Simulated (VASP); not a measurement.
Here is a VASP 6.6.1 calculation.

Contents of INCAR:

```
SYSTEM = CS2
PREC = Accurate
ENCUT = 520
EDIFF = 1E-7
ISMEAR = -1
SIGMA = 0.05
LREAL = .FALSE.
LASPH = .TRUE.
NELM = 100
ALGO = Normal
ISIF = 2
LWAVE = .FALSE.
LCHARG = .FALSE.
GGA = PE
NBANDS = 25
```

The input KPOINTS:

```
Automatic mesh
0
G
  6 6 3
  0 0 0
```

File POSCAR:

```
CS2
1.0
    3.6699099767     -3.0251013855      0.0000000000
    3.6699099767      3.0251013855      0.0000000000
    0.0000000000      0.0000000000      9.9639017986
S C
4 2
Direct
    0.1764987889      0.8235012111      0.8856040259
    0.3235012111      0.6764987889      0.3856040259
    0.6764987889      0.3235012111      0.6143959741
    0.8235012111      0.1764987889      0.1143959741
    0.5000000000      0.5000000000      0.5000000000
    0.0000000000      0.0000000000      0.0000000000
```

Potentials or basis: VASP PAW PBE potentials, release 64 (S, C).

Run with:

```console
$ cat potpaw_PBE.64/S/POTCAR potpaw_PBE.64/C/POTCAR > POTCAR
$ mpirun -np 1 vasp_std > vasp.out
```

(1) Predict the band gap on the k mesh.

(2) Estimate the largest force.

(3) What does it give for the pressure?

Results:

(1) 3.43 eV.

(2) 0.248 eV/Å.

(3) -0.4 GPa.

Caveat: this functional lacks dispersion, which holds the molecules together, so the pressure and a relaxed volume are unreliable; an odd mesh through Γ misses points on the zone boundary, where band edges can lie.
